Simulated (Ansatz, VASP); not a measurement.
**One calculation of As, two programs**

```
CELL_PARAMETERS angstrom
-2.48779 2.48779 1.31167
2.48779 -2.48779 1.31167
2.48779 2.48779 -1.31167
ATOMIC_POSITIONS crystal
As 0.62500 0.87500 0.75000
As 0.37500 0.12500 0.25000
```

Change from the starting cell: volume scaled by 0.8, PAW files.

Alike in both runs: task single point; functional PBE; k mesh 17 × 17 × 17; occupations fermi-dirac, width 0.1 eV; no spin polarisation.

|  | VASP | Ansatz |
| --- | --- | --- |
| version | VASP 6.6.1 | Ansatz 0.2.0 |
| potentials or method | VASP PAW PBE potentials, release 64 (As) | PAW with Ansatz's default frozen-core files, scalar-relativistic |
| plane-wave cutoff (eV) | 520 | 420 |
| valence electrons in the cell | 10 | 30 |

Ansatz gave:

| Quantity | Value |
| --- | --- |
| pressure (GPa) | 28.1 |

Which values does VASP return?

Pressure (GPa): 28.7.

Both programs put the cell under a high pressure, so it lies far from rest at this level. VASP's potentials hold 10 valence electrons a cell and Ansatz's 30, so a difference there can come from the potentials and not from the codes.
